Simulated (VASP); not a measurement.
Runs of VASP 6.6.1 on F. The structure is that of space group Pm-3m (No. 221), or close to it. The cells are those of the table. 

```csv
cell,k mesh,gap on the mesh (eV),pressure (GPa)
"a = 2.177 Å, 1 atom",25 × 25 × 25,none,0.6
"a = 2.191 Å, 1 atom",25 × 25 × 25,none,-0.7
"a = 2.177 Å, 1 atom",49 × 49 × 49,none,0.6
"a = 2.146 Å, 1 atom",25 × 25 × 25,none,3.8
"a = 2.234 Å, 1 atom",25 × 25 × 25,none,-3.7
"a = 2.162 Å, 1 atom",25 × 25 × 25,none,2.1
"a = 2.220 Å, 1 atom",25 × 25 × 25,none,-2.8
"a = 2.162 Å, 1 atom",49 × 49 × 49,none,2.1
"a = 2.206 Å, 1 atom",25 × 25 × 25,none,(a)
"a = 2.146 Å, 1 atom",49 × 49 × 49,none,3.8
```

Alike in all rows: task single point; level PBE; potentials or basis VASP PAW PBE potentials, release 64 (F); no spin polarisation; cutoff (eV) 520; smearing fermi-dirac 0.0612256 eV.

Problem. Fill in the values left out.

Solution. (a) -1.9.

Caveats: an odd number of electrons without spin polarisation forces a metal; a magnetic or distorted state may lie lower; the cell stands under pressure (at least some runs); the cell stands under tension (at least some runs).

A gap of «none» marks levels without a gap at the run's occupations.
